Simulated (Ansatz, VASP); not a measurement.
Two plane-wave programs on HCCl3

```xyz
20
Lattice="7.5316 0.0000 0.0000 0.0000 9.5574 0.0000 0.0000 0.0000 5.8297" Properties=species:S:1:pos:R:3 pbc="T T T"
H     4.1608    2.3893    0.4271
H     7.1365    7.1680    3.3419
H     0.3951    2.3893    2.4878
H     3.3707    7.1680    5.4026
C     3.1003    2.3893    0.1652
C     0.6655    7.1680    3.0800
C     6.8661    2.3893    2.7497
C     4.4312    7.1680    5.6645
Cl    2.3635    3.8472    0.8651
Cl    1.4023    5.7102    3.7799
Cl    6.1293    0.9315    2.0498
Cl    5.1681    8.6259    4.9646
Cl    5.1681    5.7102    4.9646
Cl    6.1293    3.8472    2.0498
Cl    1.4023    8.6259    3.7799
Cl    2.3635    0.9315    0.8651
Cl    2.9800    2.3893    4.2225
Cl    0.7858    7.1680    1.3077
Cl    6.7458    2.3893    4.5220
Cl    4.5515    7.1680    1.6072
```

Alike in both runs: functional PBE; dispersion D3(BJ); k mesh 4 × 2 × 4; occupations gaussian, width 0.1 eV; no spin polarisation.

Ansatz relaxed the structure, and its values are those at the end. VASP's run is a single point on that final structure, the one shown.

|  | VASP | Ansatz |
| --- | --- | --- |
| version | VASP 6.6.1 | Ansatz 0.2.0 |
| potentials or method | VASP PAW PBE potentials, release 64 (H, C, Cl), cutoff 520 eV | scalar-relativistic, plane waves, PAW |
| valence electrons in the cell | 104 | 104 |

|  | VASP | Ansatz | Ansatz less VASP |
| --- | --- | --- | --- |
| gap on the k mesh at the Fermi level (eV) | 4.78 | 4.73 | -0.054 |
| least direct gap on the mesh (eV) | 4.78 | 4.73 | -0.054 |
| pressure (GPa) | -0.4 | 0.0 | +0.36 |
| rms of the force components (eV/Å) | 0.058 | 0.005 | -0.0533 |
